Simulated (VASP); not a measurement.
GaAs: single point with LDA

Crystal: GaAs.

```
Ga As
1.0
     0.00000    2.85176    2.85176
     2.85176    0.00000    2.85176
     2.85176    2.85176    0.00000
Ga As
1 1
Direct
  0.00000 0.00000 0.00000
  0.25000 0.25000 0.25000
```

| Quantity | Value |
| --- | --- |
| Program | VASP 6.6.1 |
| Task | single point |
| Functional | LDA |
| Potentials or basis | VASP PAW LDA potentials, release 64 (Ga_d, As) |
| Cutoff | 500 eV |
| k mesh | 6 × 6 × 6 |
| Occupations | gaussian, width 0.1 eV |
| Spin | no spin polarisation |
| Dipole correction | no |
| Further INCAR settings | ALGO = Normal; EDIFF = 1e-06; NBANDS = 16 |

The pressure is -3.2 GPa and the band gap on the k mesh is 0.13 eV, direct.

Levels at points of the mesh, in eV from the valence-band top:
```tsv
k point	band 6	band 7	band 8	band 9	band 10	band 11	band 12	band 13
(0.00, 0.00, 0.00)	-12.58	0.00	0.00	0.00	0.13	3.66	3.66	3.66
(0.50, 0.00, 0.00)	-10.90	-6.56	-1.11	-1.11	0.79	4.56	4.56	7.53
(0.50, 0.50, 0.00)	-10.19	-6.76	-2.60	-2.60	1.38	1.56	9.83	9.83
```

It took 17 s on 1 thread of Intel Xeon 8259CL, with other jobs on the host, peak memory 0.15 GiB.
